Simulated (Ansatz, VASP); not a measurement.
MnO: VASP beside Ansatz

INCAR

```
SYSTEM = MnO
  PREC = Accurate
  ENCUT = 700
  EDIFF = 1E-6
  ISMEAR = 0
  SIGMA = 0.05
  LREAL = .False.
  LASPH = .True.
  NELM = 200
  ALGO = Normal
  ISIF = 2
  LWAVE = .False.
  LCHARG = .False.
  ISPIN = 2
  MAGMOM = 5 0
  LORBIT = 11
  LMAXMIX = 4
  LDAU = .True.
  LDAUTYPE = 2
  LDAUL = 2 -1
  LDAUU = 3.9 0
  LDAUJ = 0 0
  LDAUPRINT = 1
  GGA = PE
  NBANDS = 22
  GGA_COMPAT = .False.
```

File KPOINTS:

```
Automatic mesh
0
Gamma
  5 5 5
  0 0 0
```

The input POSCAR:

```
MnO
1.0
    0.0000000000      2.2230000000      2.2230000000
    2.2230000000      0.0000000000      2.2230000000
    2.2230000000      2.2230000000      0.0000000000
Mn O
1 1
Direct
    0.0000000000      0.0000000000      0.0000000000
    0.5000000000      0.5000000000      0.5000000000
```

Input for Ansatz:

```yaml
crystal:
  lattice:
    - [0.0, 2.223, 2.223]
    - [2.223, 0.0, 2.223]
    - [2.223, 2.223, 0.0]
  atoms:
    - { symbol: Mn, position: [0.0, 0.0, 0.0], spin: 5.0 }
    - { symbol: O, position: [0.5, 0.5, 0.5] }
basis:
  ecutwfc: 420
  ecutrho_ratio: 4
kpoints:
  mp_grid: { grid: [5, 5, 5] }
hamiltonian:
  xc: pbe
  hubbard: { sites: [{ species: Mn, l: d, u_eff: 3.9 }] }
scf:
  occupations: { method: gaussian, width: 0.05 }
output:
  forces: true
  stress: true
  eigenvalues: true
  populations: true
  hubbard: { sites: [{ species: Mn, l: d }] }
magnetization:
  spin_polarized: true
```

Alike in both runs: task single point; functional PBE; k mesh 5 × 5 × 5; occupations gaussian, width 0.05 eV; collinear spin; Hubbard terms Mn d U = 3.9 eV.

|  | VASP | Ansatz |
| --- | --- | --- |
| version | VASP 6.6.1 | Ansatz 0.2.0 |
| potentials or method | VASP PAW PBE potentials, release 64 (Mn_sv, O), cutoff 700 eV | scalar-relativistic, plane waves, PAW |
| valence electrons in the cell | 21 | 21 |

|  | VASP | Ansatz | Ansatz less VASP |
| --- | --- | --- | --- |
| gap on the k mesh at the Fermi level (eV) | 0.35 | 0.31 | -0.033 |
| least direct gap on the mesh (eV) | 2.72 | 2.58 | -0.137 |
| pressure (GPa) | 6.3 | 9.3 | +2.99 |
| net moment per atom (μB) | 2.50 | 2.50 | 0.000 |
| size of the moment on the site where the two differ most (μB) | 4.50 | 4.28 | -0.222 |

Site moments also hang on the region over which each program counts them. The programs project onto different local orbitals, so the same U acts differently, and such runs can settle in different states.

The k mesh is coarse, so the values compare programs but aren't converged.
